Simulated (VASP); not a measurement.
A run of VASP 6.6.1 is set up as follows.

Contents of INCAR:

```
  PREC = Accurate
  ENCUT = 520
  EDIFF = 1E-6
  ISMEAR = 0
  SIGMA = 0.1
  LREAL = F
  LASPH = T
  NELM = 100
  ALGO = Fast
  ISIF = 2
  LWAVE = F
  LCHARG = F
  GGA = PE
  NBANDS = 26
```

File KPOINTS:

```
regular mesh
0
Gamma
  10 10 10
```

Contents of POSCAR:

```
In
1.0
    4.4100575122      0.0000000000      0.0000000000
    0.0000000000      4.4100575122      0.0000000000
    0.0000000000      0.0000000000      4.4100575122
In
3
Direct
    0.5000000000      0.0000000000      0.0000000000
    0.0000000000      0.5000000000      0.0000000000
    0.0000000000      0.0000000000      0.5000000000
```

Potentials or basis: VASP PAW PBE potentials, release 64 (In_d).

Run with:

```console
$ cat potpaw_PBE.64/In_d/POTCAR > POTCAR
$ mpirun -np 1 vasp_std > vasp.out
```

**Question.** What does it give for the pressure?

**Answer.** 2.2 GPa.

**Question.** What does it give for the band gap on the k mesh?

**Answer.** Zero (an odd number of electrons rules out a gap without spin polarisation).

Caveat: spin-orbit coupling is left out, which moves the levels of the heavy elements.
